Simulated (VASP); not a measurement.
# NaCl (P1) in VASP: single point with PBE

Aim: the single point of NaCl with PBE.

Everything below comes from runs of VASP 6.6.1. Logs are shortened: lines on timing, memory, paths and dates and some standing lists are left out, and cuts for length are marked.

## (1) The cell of the first run

The typed cell holds 4 atoms: a = 4.805 Å, b = 5.093 Å, c = 5.187 Å, α = 59.39°, β = 55.07°, γ = 60.11°.

## (2) Single point, PBE

INCAR

```
ALGO = Normal
EDIFF = 1E-6
ENCUT = 520
GGA = PE
ISIF = 2
ISMEAR = 0
LASPH = True
LCHARG = True
LELF = True
LREAL = False
LVHAR = True
LWAVE = False
NBANDS = 22
NELM = 100
PREC = Accurate
SIGMA = 0.05
```

KPOINTS

```
k-points
0
Gamma
  6 6 6
```

POSCAR

```
NaCl
1.0
   -3.5401286690     -0.2460551588     -3.2400572895
    0.0222157037     -3.6917281190     -3.5083281520
   -3.7254931079     -3.6088216953     -0.0606907199
Na Cl
2 2
Direct
    0.0018873698     -0.0037811165      0.0014618495
    0.4998771701      0.5023302640      0.4973975050
    0.2511402084      0.2510776827      0.2516427586
    0.7470952517      0.7503731699      0.7494978869
```

Potentials or basis: VASP PAW PBE potentials, release 64 (Na_pv, Cl).

On the command line:

```console
cat potpaw_PBE.64/Na_pv/POTCAR potpaw_PBE.64/Cl/POTCAR > POTCAR
mpirun -np 1 vasp_std > vasp.out
```

OUTCAR:

```text
EDIFF = 1E-6
   ENCUT = 520
   GGA = PE
   ISIF = 2
   ISMEAR = 0
   LASPH = True
   LREAL = False
   NELM = 100
   PREC = Accurate

 ion  position               nearest neighbor table
   1  0.002  0.996  0.001-
   2  0.500  0.502  0.497-
   3  0.251  0.251  0.252-
   4  0.747  0.750  0.749-

  LATTYP: Found a triclinic cell.
 ALAT       =     8.8625206791
 B/A-ratio  =     1.0076474102
 C/A-ratio  =     1.4502979900
 COS(alpha) =     0.0054833481
 COS(beta)  =     0.5336843792
 COS(gamma) =     0.8443972698

  Lattice vectors:

 A1 = (   7.2656217769,   3.8548768541,   3.3007480094)
 A2 = (   3.7032774042,   7.3005498143,   3.5690188719)
 A3 = (  10.6648174144,  -6.6452907616,   2.7035155645)

Analysis of symmetry for initial positions (statically):
=====================================================================
 Subroutine PRICEL returns:
 Original cell was already a primitive cell.

 Routine SETGRP: Setting up the symmetry group for a
 triclinic supercell.

 Subroutine GETGRP returns: Found  1 space group operations
 (whereof  1 operations were pure point group operations)
 out of a pool of  2 trial point group operations.

The static configuration has the point symmetry C_1 .

Analysis of symmetry for dynamics (positions and initial velocities):
=====================================================================
 Subroutine PRICEL returns:
 Original cell was already a primitive cell.

 Routine SETGRP: Setting up the symmetry group for a
 triclinic supercell.

 Subroutine GETGRP returns: Found  1 space group operations
 (whereof  1 operations were pure point group operations)
 out of a pool of  2 trial point group operations.

The dynamic configuration has the point symmetry C_1 .

 Subroutine INISYM returns: Found  1 space group operations
 (whereof  1 operations are pure point group operations),
 and found     1 'primitive' translations

----------------------------------------------------------------------------------------

                                     Primitive cell

  volume of cell :      85.6337

  direct lattice vectors                    reciprocal lattice vectors
    -3.540128669 -0.246055159 -3.240057290    -0.145233398  0.152645472 -0.161544764
     0.022215704 -3.691728119 -3.508328152     0.136369819 -0.138449634 -0.138485347
    -3.725493108 -3.608821695 -0.060690720    -0.129600436 -0.145876090  0.152681185

  length of vectors
     4.805312204  5.092908448  5.187154932     0.265499700  0.238627785  0.247765314

  position of ions in fractional coordinates (direct lattice)
     0.001887370  0.996218883  0.001461849
     0.499877170  0.502330264  0.497397505
     0.251140208  0.251077683  0.251642759
     0.747095252  0.750373170  0.749497887

  ion indices of the primitive-cell ions
   primitive index   ion index
                 1           1
                 2           2
                 3           3
                 4           4

----------------------------------------------------------------------------------------

 KPOINTS: k-points

Automatic generation of k-mesh.
 Grid dimensions read from file:
 generate k-points for:    6    6    6

 Generating k-lattice:

  Cartesian coordinates                     Fractional coordinates (reciprocal lattice)
    -0.024205566  0.025440912 -0.026924127     0.166666667  0.000000000  0.000000000
     0.022728303 -0.023074939 -0.023080891    -0.000000000  0.166666667 -0.000000000
    -0.021600073 -0.024312682  0.025446864    -0.000000000  0.000000000  0.166666667

  Length of vectors
     0.044249950  0.039771298  0.041294219

  Shift w.r.t. Gamma in fractional coordinates (k-lattice)
     0.000000000  0.000000000  0.000000000

 Subroutine IBZKPT returns following result:
 ===========================================

 Found    112 irreducible k-points:

 Following reciprocal coordinates:
            Coordinates               Weight
  0.000000  0.000000  0.000000      1.000000
  0.166667  0.000000  0.000000      2.000000
  0.333333  0.000000  0.000000      2.000000
  0.500000  0.000000 -0.000000      1.000000
  0.000000  0.166667  0.000000      2.000000
  0.166667  0.166667  0.000000      2.000000
[... 16 lines left out ...]
  0.333333  0.000000  0.166667      2.000000
  0.500000  0.000000  0.166667      2.000000
 [... further k-points ...]
   k-points           NKPTS =    112   k-points in BZ     NKDIM =    112   number of bands    NBANDS=     22
   number of dos      NEDOS =    301   number of ions     NIONS =      4
   total plane-waves  NPLWV =  57600
   dimension x,y,z NGX =    36 NGY =   40 NGZ =   40
   dimension x,y,z NGXF=    72 NGYF=   80 NGZF=   80
   ions per type =               2   2
   NGX,Y,Z   is equivalent  to a cutoff of  12.45, 13.06, 12.82 a.u.
   NGXF,Y,Z  is equivalent  to a cutoff of  24.91, 26.11, 25.64 a.u.
 SYSTEM =  unknown system
   PREC   = accura    normal or accurate (medium, high low for compatibility)
   ISTART =      0    job   : 0-new  1-cont  2-samecut
   ICHARG =      2    charge: 1-file 2-atom 10-const
   ISPIN  =      1    spin polarized calculation?
   LNONCOLLINEAR =      F non collinear calculations
   LSORBIT =      F    spin-orbit coupling
   LASPH  =      T    aspherical Exc in radial PAW
   ENCUT  =  520.0 eV  38.22 Ry    6.18 a.u.   8.93  9.47  9.64*2*pi/ulx,y,z
   NELM   =    100;   NELMIN=  2; NELMDL= -5     # of ELM steps
   EDIFF  = 0.1E-05   stopping-criterion for ELM
   LREAL  =      F    real-space projection
   EDIFFG = 0.1E-04   stopping-criterion for IOM
   NSW    =      0    number of steps for IOM
   IBRION =     -1    ionic relax: 0-MD 1-quasi-New 2-CG
   NFREE  =      0    steps in history (QN), initial steepest desc. (CG)
   ISIF   =      2    stress and relaxation
   ISYM   =      2    0-nonsym 1-usesym 2-fastsym
   POTIM  = 0.5000    time-step for ionic-motion
   TEBEG  =    0.0;   TEEND  =   0.0 temperature during run
   PSTRESS=    0.0 pullay stress
   NELECT =      28.0000    total number of electrons
   NUPDOWN=      -1.0000    fix difference up-down
   EMIN   =  10.00;   EMAX   =-10.00  energy-range for DOS
   EFERMI =   0.00;   METHOD = LEGACY
   ISMEAR =     0;   SIGMA  =   0.05  broadening in eV -4-tet -1-fermi 0-gaus
   EFERMI_NEDOS =   21; number of points for ismear=-14 and -15
   IALGO  =     38    algorithm
   IMIX   =      4    mixing-type and parameters
     AMIX     =   0.40;   BMIX     =  1.00
     AMIX_MAG =   1.60;   BMIX_MAG =  1.00
  volume/ion in A,a.u.               =      21.41       144.47
  Fermi-wavevector in a.u.,A,eV,Ry     =   1.127836  2.131301 17.306797  1.272014
  Thomas-Fermi vector in A             =   2.264524
   LORBIT       =      0    0 simple, 1 ext, 2 COOP (PROOUT), +10 PAW based schemes
   GGA     = PE    functional components
   LHFCALC =     F    Hartree Fock is set to
   AEXX    =    0.0000 exact exchange contribution
   IVDW    =     0    specifies the selected vdW correction
   LEPSILON=     F    determine dielectric tensor
   LRPA    =     F    only Hartree local field effects (RPA)
 non-spin polarized calculation
 Gauss-broadening in eV      SIGMA  =   0.05
  energy-cutoff  :      520.00
  volume of cell :       85.63
 maximum number of plane-waves:      2323
   NGX = 17   NGY = 19   NGZ = 19

 number of electron      28.0000004 magnetization

 Free energy of the ion-electron system (eV)
  ---------------------------------------------------
  ext. energy  EPLUGINS =         0.00000000
  ---------------------------------------------------
  free energy    TOTEN  =       -12.86079010 eV

  energy without entropy =      -12.86079010  energy(sigma->0) =      -12.86079010

 E-fermi :   1.0304     XC(G=0):  -8.4378

 val. band max:        0.7163597811   @ k =   0.5000   0.5000   0.0000
 cond. band min:       4.3894895921   @ k =   0.0000   0.0000   0.0000
 fundamental gap:      3.6731298111
 Fermi energy:         1.0303500664

 k-point     1 :       0.0000    0.0000    0.0000
  band No.  band energies     occupation
      1     -21.6830      2.00000
      2     -21.6458      2.00000
      3     -21.6358      2.00000
      4     -21.6253      2.00000
      5     -21.6219      2.00000
      6     -21.6080      2.00000
[... 14 lines left out ...]
     21      12.2261      0.00000
     22      15.3214      0.00000

 k-point     2 :       0.1667    0.0000    0.0000
  band No.  band energies     occupation
      1     -21.6801      2.00000
      2     -21.6449      2.00000
      3     -21.6389      2.00000
      4     -21.6249      2.00000
      5     -21.6237      2.00000
      6     -21.6103      2.00000
[... 14 lines left out ...]
     21      13.4286      0.00000
     22      14.1432      0.00000

 k-point     3 :       0.3333    0.0000    0.0000
  band No.  band energies     occupation
      1     -21.6723      2.00000
      2     -21.6477      2.00000
      3     -21.6422      2.00000
      4     -21.6282      2.00000
      5     -21.6244      2.00000
      6     -21.6141      2.00000
[... 14 lines left out ...]
     21      12.5393      0.00000
     22      13.1644      0.00000

 k-point     4 :       0.5000    0.0000   -0.0000
  band No.  band energies     occupation
      1     -21.6642      2.00000
      2     -21.6562      2.00000
      3     -21.6402      2.00000
      4     -21.6312      2.00000
      5     -21.6246      2.00000
      6     -21.6155      2.00000
[... 14 lines left out ...]
     21      11.9771      0.00000
     22      12.0274      0.00000

 k-point     5 :       0.0000    0.1667    0.0000
  band No.  band energies     occupation
      1     -21.6801      2.00000
      2     -21.6446      2.00000
      3     -21.6392      2.00000
      4     -21.6249      2.00000
      5     -21.6233      2.00000
      6     -21.6093      2.00000
[... 417 lines left out ...]
 k-point    22 :       0.1667    0.0000    0.1667
  band No.  band energies     occupation
      1     -21.6839      2.00000
      2     -21.6458      2.00000
      3     -21.6355      2.00000
      4     -21.6264      2.00000
      5     -21.6202      2.00000
      6     -21.6107      2.00000
[... 14 lines left out ...]
     21      13.1573      0.00000
     22      13.5404      0.00000

 k-point    23 :       0.3333    0.0000    0.1667
  band No.  band energies     occupation
      1     -21.6816      2.00000
      2     -21.6451      2.00000
      3     -21.6384      2.00000
      4     -21.6309      2.00000
      5     -21.6188      2.00000
      6     -21.6125      2.00000
[... 14 lines left out ...]
     21      12.2254      0.00000
     22      12.8213      0.00000

 k-point    24 :       0.5000    0.0000    0.1667
  band No.  band energies     occupation
      1     -21.6739      2.00000
      2     -21.6468      2.00000
      3     -21.6430      2.00000
      4     -21.6348      2.00000
      5     -21.6223      2.00000
      6     -21.6108      2.00000
[... 14 lines left out ...]
     21      11.7501      0.00000
     22      12.3766      0.00000

 [... further k-points ...]

------------------------ aborting loop because EDIFF is reached ----------------------------------------

  FORCE on cell =-STRESS in cart. coord.  units (eV):
  Direction    XX          YY          ZZ          XY          YZ          ZX
  --------------------------------------------------------------------------------------
  -------------------------------------------------------------------------------------
  Total       -1.2672707     -0.0163659      2.2017712     -0.1445635      0.0585314      0.0529721
  in kB      -23.7101953     -0.3062009     41.1943764     -2.7047326      1.0951020      0.9910894
  external PRESSURE =       5.7259934 kB  Pullay stress =       0.0000000 kB

 VOLUME and BASIS-vectors are now :
 -----------------------------------------------------------------------------
  energy-cutoff  :      520.00
  volume of cell :       85.63
      direct lattice vectors                 reciprocal lattice vectors
    -3.540128669 -0.246055159 -3.240057290    -0.145233398  0.152645472 -0.161544764
     0.022215704 -3.691728119 -3.508328152     0.136369819 -0.138449634 -0.138485347
    -3.725493108 -3.608821695 -0.060690720    -0.129600436 -0.145876090  0.152681185

 POSITION                                       TOTAL-FORCE (eV/Angst)
 -----------------------------------------------------------------------------------
      0.01000     -3.68351     -3.50127         0.018175     -0.012652     -0.005369
     -3.61152     -3.77248     -3.41216        -0.008499      0.001756      0.016249
     -1.82098     -1.89684     -1.70984         0.016802      0.018021      0.034196
     -5.42039     -5.65880     -5.09867        -0.026479     -0.007126     -0.045076
 -----------------------------------------------------------------------------------
    total drift:                               -0.000200     -0.000045     -0.000133

  FREE ENERGIE OF THE ION-ELECTRON SYSTEM (eV)
  ---------------------------------------------------
  free  energy   TOTEN  =       -12.8607901012 eV

  energy  without entropy=      -12.8607901012  energy(sigma->0) =      -12.86079010
```

It took 72 s on 1 thread of Intel Xeon Platinum 8481C at 2.70GHz (Sapphire Rapids), shared host; peak memory 0.32 GiB.

Results:

```yaml
Free_energy: -12.8608 eV
Pressure: 0.6 GPa
Largest_force: 0.053 eV/Å
Band_gap_on_the_k_mesh: 3.67 eV
```

Forces on the atoms (eV/Å):
```
Na   0.018 -0.013 -0.005
Na  -0.008  0.002  0.016
Cl   0.017  0.018  0.034
Cl  -0.026 -0.007 -0.045
```

Levels at points of the mesh, in eV from the valence-band top:
```
           k point  band 10  band 11  band 12  band 13  band 14  band 15  band 16  band 17  band 18  band 19
(0.00, 0.00, 0.00)    -2.05    -1.99    -1.12    -0.82    -0.31     3.67     6.43     6.75     7.62     8.03
(0.50, 0.00, 0.00)    -2.05    -1.71    -1.69    -1.57    -1.54     6.87     6.90     9.06     9.11     9.33
(0.00, 0.50, 0.00)    -1.93    -1.60    -1.58    -1.51    -1.46     6.52     6.55     8.68     8.75     9.58
(0.50, 0.50, 0.00)    -2.64    -2.51    -0.78    -0.51     0.00     5.06     6.46     8.60     9.91     9.97
(0.00, 0.00, 0.50)    -1.94    -1.70    -1.64    -1.53    -1.49     6.63     6.64     8.64     8.67     9.65
(0.50, 0.00, 0.50)    -2.65    -2.32    -0.69    -0.50    -0.16     5.57     6.77     8.02     9.20    10.10
(0.00, 0.50, 0.50)    -2.68    -2.36    -0.87    -0.33    -0.17     5.37     6.56     8.23     9.42    10.16
(0.50, 0.50, 0.50)    -1.94    -1.62    -1.59    -1.52    -1.47     6.55     6.57     8.69     8.73     9.60
```

A k mesh can miss the band edges.
